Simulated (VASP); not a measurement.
# AlB2As3 (I-4m2) in VASP: relaxation of cell and atoms with PBE

Aim: the relaxation of cell and atoms of AlB2As3 with PBE.

Everything below comes from runs of VASP 6.6.1. Logs are shortened: lines on timing, memory, paths and dates and some standing lists are left out, and cuts for length are marked.

## Step 1: The cell of the first run

Symmetry: I-4m2, No. 119, tetragonal system. Conventional cell: a = 3.583 Å, b = 3.583 Å, c = 15.747 Å, α = 90.00°, β = 90.00°, γ = 90.00°. Within 3.2 Å of Al (site symmetry -4m2) lie 4 As at 2.40 Å. Within 2.8 Å of B (site symmetry 2mm) lie 4 As at 2.14 Å. Within 2.8 Å of As (site symmetry 2mm) lie 2 B at 2.14 Å and 2 Al at 2.40 Å. As (site symmetry -4m2) has 4 B at 2.14 Å within 2.8 Å.

## Step 2: Relaxation of cell and atoms, PBE

INCAR reads:

```
ALGO = Normal ; EDIFF = 1E-6
EDIFFG = -0.01 ; ENCUT = 600
GGA = PE ; IBRION = 2
ISIF = 3 ; ISMEAR = 0
LASPH = T ; LCHARG = F
LREAL = F ; LWAVE = F
NELM = 60 ; NSW = 100
PREC = Accurate ; SIGMA = 0.02
```

KPOINTS reads:

```
k-points
0
Gamma
  10 10 10
```

POSCAR reads:

```
AlB2As3
1.0
   -1.7915211060      1.7915211060      7.8733944359
    1.7915211060     -1.7915211060      7.8733944359
    1.7915211060      1.7915211060     -7.8733944359
Al B As
1 2 3
Direct
    0.0000000000      0.0000000000      0.0000000000
    0.6754053308      0.6754053308      0.0000000000
    0.3245946692      0.3245946692      0.0000000000
    0.8983840348      0.3983840348      0.5000000000
    0.2500000000      0.7500000000      0.5000000000
    0.6016159652      0.1016159652      0.5000000000
```

Potentials or basis: VASP PAW PBE potentials, release 64 (Al, B, As).

Command:

```sh
$ cat potpaw_PBE.64/Al/POTCAR potpaw_PBE.64/B/POTCAR potpaw_PBE.64/As/POTCAR > POTCAR
$ mpirun -np 1 vasp_std > vasp.out
```

OUTCAR:

```text
EDIFF = 1E-6
   EDIFFG = -0.01
   ENCUT = 600
   GGA = PE
   IBRION = 2
   ISIF = 3
   ISMEAR = 0
   LASPH = T
   LREAL = F
   NELM = 60
   NSW = 100
   PREC = Accurate

 ion  position               nearest neighbor table
   1  0.000  0.000  0.000-   4 2.40   6 2.40   6 2.40   4 2.40
   2  0.675  0.675  0.000-   6 2.14   6 2.14   5 2.14   5 2.14
   3  0.325  0.325  0.000-   4 2.14   4 2.14   5 2.14   5 2.14
   4  0.898  0.398  0.500-   3 2.14   3 2.14   1 2.40   1 2.40
   5  0.250  0.750  0.500-   2 2.14   3 2.14   3 2.14   2 2.14
   6  0.602  0.102  0.500-   2 2.14   2 2.14   1 2.40   1 2.40

  LATTYP: Found a body centered tetragonal cell.
 ALAT       =     3.5830422120
 C/A-ratio  =     4.3948097567

  Lattice vectors:

 A1 = (  -1.7915211060,   1.7915211060,   7.8733944359)
 A2 = (   1.7915211060,  -1.7915211060,   7.8733944359)
 A3 = (   1.7915211060,   1.7915211060,  -7.8733944359)

Analysis of symmetry for initial positions (statically):
=====================================================================
 Subroutine PRICEL returns:
 Original cell was already a primitive cell.

 Routine SETGRP: Setting up the symmetry group for a
 body centered tetragonal supercell.

 Subroutine GETGRP returns: Found  8 space group operations
 (whereof  8 operations were pure point group operations)
 out of a pool of 16 trial point group operations.

The static configuration has the point symmetry D_2d.

Analysis of symmetry for dynamics (positions and initial velocities):
=====================================================================
 Subroutine PRICEL returns:
 Original cell was already a primitive cell.

 Routine SETGRP: Setting up the symmetry group for a
 body centered tetragonal supercell.

 Subroutine GETGRP returns: Found  8 space group operations
 (whereof  8 operations were pure point group operations)
 out of a pool of 16 trial point group operations.

The dynamic configuration has the point symmetry D_2d.

 Subroutine INISYM returns: Found  8 space group operations
 (whereof  8 operations are pure point group operations),
 and found     1 'primitive' translations

----------------------------------------------------------------------------------------

                                     Primitive cell

  volume of cell :     101.0801

  direct lattice vectors                    reciprocal lattice vectors
    -1.791521106  1.791521106  7.873394436     0.000000000  0.279092442  0.063505011
     1.791521106 -1.791521106  7.873394436     0.279092442  0.000000000  0.063505011
     1.791521106  1.791521106 -7.873394436     0.279092442  0.279092442  0.000000000

  length of vectors
     8.270999679  8.270999679  8.270999679     0.286226270  0.286226270  0.394696316

  position of ions in fractional coordinates (direct lattice)
     0.000000000  0.000000000  0.000000000
     0.675405331  0.675405331  0.000000000
     0.324594669  0.324594669  0.000000000
     0.898384035  0.398384035  0.500000000
     0.250000000  0.750000000  0.500000000
     0.601615965  0.101615965  0.500000000

  ion indices of the primitive-cell ions
   primitive index   ion index
                 1           1
                 2           2
                 3           3
                 4           4
                 5           5
                 6           6

----------------------------------------------------------------------------------------

 KPOINTS: k-points

Automatic generation of k-mesh.
 Grid dimensions read from file:
 generate k-points for:   10   10   10

 Generating k-lattice:

  Cartesian coordinates                     Fractional coordinates (reciprocal lattice)
     0.000000000  0.027909244  0.006350501     0.100000000  0.000000000 -0.000000000
     0.027909244  0.000000000  0.006350501     0.000000000  0.100000000 -0.000000000
     0.027909244  0.027909244  0.000000000     0.000000000  0.000000000  0.100000000

  Length of vectors
     0.028622627  0.028622627  0.039469632

  Shift w.r.t. Gamma in fractional coordinates (k-lattice)
     0.000000000  0.000000000  0.000000000

 Subroutine IBZKPT returns following result:
 ===========================================

 Found    102 irreducible k-points:

 Following reciprocal coordinates:
            Coordinates               Weight
  0.000000  0.000000  0.000000      1.000000
  0.100000  0.000000 -0.000000      8.000000
  0.200000  0.000000 -0.000000      8.000000
  0.300000  0.000000  0.000000      8.000000
  0.400000  0.000000 -0.000000      8.000000
  0.500000  0.000000 -0.000000      4.000000
[... 16 lines left out ...]
  0.300000  0.300000  0.000000      8.000000
  0.400000  0.300000  0.000000     16.000000
 [... further k-points ...]
   k-points           NKPTS =    102   k-points in BZ     NKDIM =    102   number of bands    NBANDS=     16
   number of dos      NEDOS =    301   number of ions     NIONS =      6
   total plane-waves  NPLWV = 343000
   dimension x,y,z NGX =    70 NGY =   70 NGZ =   70
   dimension x,y,z NGXF=   140 NGYF=  140 NGZF=  140
   ions per type =               1   2   3
   NGX,Y,Z   is equivalent  to a cutoff of  14.07, 14.07, 14.07 a.u.
   NGXF,Y,Z  is equivalent  to a cutoff of  28.14, 28.14, 28.14 a.u.
 SYSTEM =  unknown system
   PREC   = accura    normal or accurate (medium, high low for compatibility)
   ISTART =      0    job   : 0-new  1-cont  2-samecut
   ICHARG =      2    charge: 1-file 2-atom 10-const
   ISPIN  =      1    spin polarized calculation?
   LNONCOLLINEAR =      F non collinear calculations
   LSORBIT =      F    spin-orbit coupling
   LASPH  =      T    aspherical Exc in radial PAW
   ENCUT  =  600.0 eV  44.10 Ry    6.64 a.u.  16.52 16.52 16.52*2*pi/ulx,y,z
   NELM   =     60;   NELMIN=  2; NELMDL= -5     # of ELM steps
   EDIFF  = 0.1E-05   stopping-criterion for ELM
   LREAL  =      F    real-space projection
   EDIFFG = -.1E-01   stopping-criterion for IOM
   NSW    =    100    number of steps for IOM
   IBRION =      2    ionic relax: 0-MD 1-quasi-New 2-CG
   NFREE  =      1    steps in history (QN), initial steepest desc. (CG)
   ISIF   =      3    stress and relaxation
   ISYM   =      2    0-nonsym 1-usesym 2-fastsym
   POTIM  = 0.5000    time-step for ionic-motion
   TEBEG  =    0.0;   TEEND  =   0.0 temperature during run
   PSTRESS=    0.0 pullay stress
   NELECT =      24.0000    total number of electrons
   NUPDOWN=      -1.0000    fix difference up-down
   EMIN   =  10.00;   EMAX   =-10.00  energy-range for DOS
   EFERMI =   0.00;   METHOD = LEGACY
   ISMEAR =     0;   SIGMA  =   0.02  broadening in eV -4-tet -1-fermi 0-gaus
   EFERMI_NEDOS =   21; number of points for ismear=-14 and -15
   IALGO  =     38    algorithm
   IMIX   =      4    mixing-type and parameters
     AMIX     =   0.40;   BMIX     =  1.00
     AMIX_MAG =   1.60;   BMIX_MAG =  1.00
  volume/ion in A,a.u.               =      16.85       113.69
  Fermi-wavevector in a.u.,A,eV,Ry     =   1.013732  1.915676 13.982071  1.027653
  Thomas-Fermi vector in A             =   2.146918
   LORBIT       =      0    0 simple, 1 ext, 2 COOP (PROOUT), +10 PAW based schemes
   GGA     = PE    functional components
   LHFCALC =     F    Hartree Fock is set to
   AEXX    =    0.0000 exact exchange contribution
   IVDW    =     0    specifies the selected vdW correction
   LEPSILON=     F    determine dielectric tensor
   LRPA    =     F    only Hartree local field effects (RPA)
 conjugate gradient relaxation of ions
 non-spin polarized calculation
 Gauss-broadening in eV      SIGMA  =   0.02
  energy-cutoff  :      600.00
  volume of cell :      101.08
 maximum number of plane-waves:      3398
 NGX is ok and might be reduce to    70
   NGX = 33   NGY = 33   NGZ = 33

--------------------------------------- Ionic step        1  -------------------------------------------

 number of electron      24.0000000 magnetization

 Free energy of the ion-electron system (eV)
  ---------------------------------------------------
  ext. energy  EPLUGINS =         0.00000000
  ---------------------------------------------------
  free energy    TOTEN  =       -31.15795144 eV

  energy without entropy =      -31.15795144  energy(sigma->0) =      -31.15795144

------------------------ aborting loop because EDIFF is reached ----------------------------------------

  FORCE on cell =-STRESS in cart. coord.  units (eV):
  Direction    XX          YY          ZZ          XY          YZ          ZX
  --------------------------------------------------------------------------------------
  -------------------------------------------------------------------------------------
  Total        0.0999631      0.0999631      0.3715893      0.0000000      0.0000000      0.0000000
  in kB        1.5844718      1.5844718      5.8898995      0.0000000      0.0000000      0.0000000
  external PRESSURE =       3.0196143 kB  Pullay stress =       0.0000000 kB

 VOLUME and BASIS-vectors are now :
 -----------------------------------------------------------------------------
  energy-cutoff  :      600.00
  volume of cell :      101.08
      direct lattice vectors                 reciprocal lattice vectors
    -1.791521106  1.791521106  7.873394436     0.000000000  0.279092442  0.063505011
     1.791521106 -1.791521106  7.873394436     0.279092442  0.000000000  0.063505011
     1.791521106  1.791521106 -7.873394436     0.279092442  0.279092442  0.000000000
[... 121 lines left out ...]
 POSITION                                       TOTAL-FORCE (eV/Angst)
 -----------------------------------------------------------------------------------
      1.79157      1.79157     -7.89607         0.000000      0.000000     -0.000000
      0.00000      0.00000     10.66899        -0.000000     -0.000000      0.007116
      0.00000      0.00000      5.12315         0.000000      0.000000     -0.007116
     -0.00000      1.79157      6.28942        -0.000000     -0.000000     -0.011122
      1.79157      0.00000      3.94803         0.000000      0.000000     -0.000000
      0.00000      1.79157      1.60665         0.000000      0.000000      0.011122
 -----------------------------------------------------------------------------------
    total drift:                               -0.000000      0.000000      0.000000

  FREE ENERGIE OF THE ION-ELECTRON SYSTEM (eV)
  ---------------------------------------------------
  free  energy   TOTEN  =       -31.1586798135 eV

  energy  without entropy=      -31.1586798135  energy(sigma->0) =      -31.15867981

--------------------------------------- Ionic step        5  -------------------------------------------

 number of electron      24.0000000 magnetization

 Free energy of the ion-electron system (eV)
  ---------------------------------------------------
  ext. energy  EPLUGINS =         0.00000000
  ---------------------------------------------------
  free energy    TOTEN  =       -31.15869324 eV

  energy without entropy =      -31.15869324  energy(sigma->0) =      -31.15869324

 E-fermi :   5.7042     XC(G=0):  -9.8837

 val. band max:        5.5640032560   @ k =   0.0000   0.0000   0.0000
 cond. band min:       6.1989042407   @ k =   0.5000   0.5000   0.5000
 fundamental gap:      0.6349009847
 Fermi energy:         5.7042305431

 k-point     1 :       0.0000    0.0000    0.0000
  band No.  band energies     occupation
      1      -8.9551      2.00000
      2      -7.2186      2.00000
      3      -6.4345      2.00000
      4      -0.6287      2.00000
      5      -0.2863      2.00000
      6       1.6140      2.00000
[... 8 lines left out ...]
     15       7.4290      0.00000
     16       7.5703      0.00000
[... 419 lines left out ...]
 k-point    24 :       0.4000    0.3000    0.0000
  band No.  band energies     occupation
      1      -6.7474      2.00000
      2      -6.0591      2.00000
      3      -5.6533      2.00000
      4      -2.3130      2.00000
      5      -1.6783      2.00000
      6      -0.3898      2.00000
[... 8 lines left out ...]
     15       8.3708      0.00000
     16       9.2007      0.00000

 [... further k-points ...]
[... 5 lines left out ...]
  --------------------------------------------------------------------------------------
  -------------------------------------------------------------------------------------
  Total        0.0079840      0.0079840     -0.0158526      0.0000000     -0.0000000      0.0000000
  in kB        0.1262246      0.1262246     -0.2506237      0.0000000     -0.0000000      0.0000000
  external PRESSURE =       0.0006085 kB  Pullay stress =       0.0000000 kB

 VOLUME and BASIS-vectors are now :
 -----------------------------------------------------------------------------
  energy-cutoff  :      600.00
  volume of cell :      101.34
      direct lattice vectors                 reciprocal lattice vectors
    -1.791073719  1.791073719  7.897737874     0.000000000  0.279162155  0.063309268
     1.791073719 -1.791073719  7.897737874     0.279162155  0.000000000  0.063309268
     1.791073719  1.791073719 -7.897737874     0.279162155  0.279162155  0.000000000

 POSITION                                       TOTAL-FORCE (eV/Angst)
 -----------------------------------------------------------------------------------
      0.00000     -0.00000      0.00000         0.000000     -0.000000     -0.000000
      0.00000      0.00000     10.67181         0.000000     -0.000000      0.000535
      0.00000      0.00000      5.12367         0.000000     -0.000000     -0.000535
      0.00000      1.79107      6.29034        -0.000000      0.000000     -0.008644
      1.79107      0.00000      3.94887         0.000000     -0.000000     -0.000000
      0.00000      1.79107      1.60740        -0.000000      0.000000      0.008644
 -----------------------------------------------------------------------------------
    total drift:                               -0.000000      0.000000      0.000000

  FREE ENERGIE OF THE ION-ELECTRON SYSTEM (eV)
  ---------------------------------------------------
  free  energy   TOTEN  =       -31.1586932380 eV

  energy  without entropy=      -31.1586932380  energy(sigma->0) =      -31.15869324

 reached required accuracy - stopping structural energy minimisation
```

Wall time 56 min (1 thread of Intel Xeon 8259CL, shared host); peak memory 0.92 GiB.

What came out:

| Quantity | Value |
| --- | --- |
| Free energy | -31.1587 eV |
| Relaxed volume | 16.89 Å³/atom |
| Relaxed cell | a = 8.294 Å, b = 8.294 Å, c = 8.294 Å, α = 155.06°, β = 155.06°, γ = 35.56° |
| Space group after relaxing (to 0.1 Å) | I-4m2 (No. 119) |
| Energy gained by relaxing | 0.1 meV/atom |
| Ionic steps | 5 |
| Pressure after relaxing | 0.0 GPa |
| Largest force after relaxing | 0.009 eV/Å |
| Band gap on the k mesh | 0.63 eV (least direct gap 0.68 eV) |

Forces on the atoms (eV/Å):
```
Al   0.000  0.000  0.000
B    0.000  0.000  0.001
B    0.000  0.000 -0.001
As   0.000  0.000 -0.009
As   0.000  0.000  0.000
As   0.000  0.000  0.009
```

The path:
| step | energy change (eV) | largest force (eV/Å) | pressure (GPa) | volume (Å³) |
| --- | --- | --- | --- | --- |
| 1 | 0.0000 | 0.0415 | 0.30 | 101.08 |
| 2 | -0.0006 | 0.0169 | -0.18 | 101.55 |
| 3 | -0.0006 | 0.0217 | -0.09 | 101.45 |
| 4 | -0.0007 | 0.0111 | -0.03 | 101.38 |
| 5 | -0.0007 | 0.0086 | 0.00 | 101.34 |

Final structure:
```xyz
6
Lattice="-1.7911 1.7911 7.8977 1.7911 -1.7911 7.8977 1.7911 1.7911 -7.8977" Properties=species:S:1:pos:R:3 pbc="T T T"
Al    0.0000    0.0000    0.0000
B     0.0000    0.0000   10.6718
B     0.0000    0.0000    5.1237
As    0.0000    1.7911    6.2903
As    1.7911    0.0000    3.9489
As    0.0000    1.7911    1.6074
```

Levels at points of the mesh, in eV from the valence-band top:
| k point | band 8 | band 9 | band 10 | band 11 | band 12 | band 13 | band 14 | band 15 | band 16 |
| --- | --- | --- | --- | --- | --- | --- | --- | --- | --- |
| (0.00, 0.00, 0.00) | -2.70 | -2.70 | -0.59 | 0.00 | 0.00 | 0.68 | 0.87 | 1.87 | 2.01 |
| (0.50, 0.00, 0.00) | -3.59 | -2.56 | -2.51 | -2.00 | -0.53 | 1.14 | 2.15 | 3.13 | 3.38 |
| (0.50, 0.50, 0.00) | -4.64 | -4.64 | -4.47 | -3.76 | -3.62 | 0.72 | 1.12 | 2.26 | 2.79 |
| (0.50, 0.50, 0.50) | -2.69 | -2.36 | -2.36 | -0.60 | -0.60 | 0.63 | 0.98 | 1.69 | 2.33 |

A k mesh can miss the band edges.
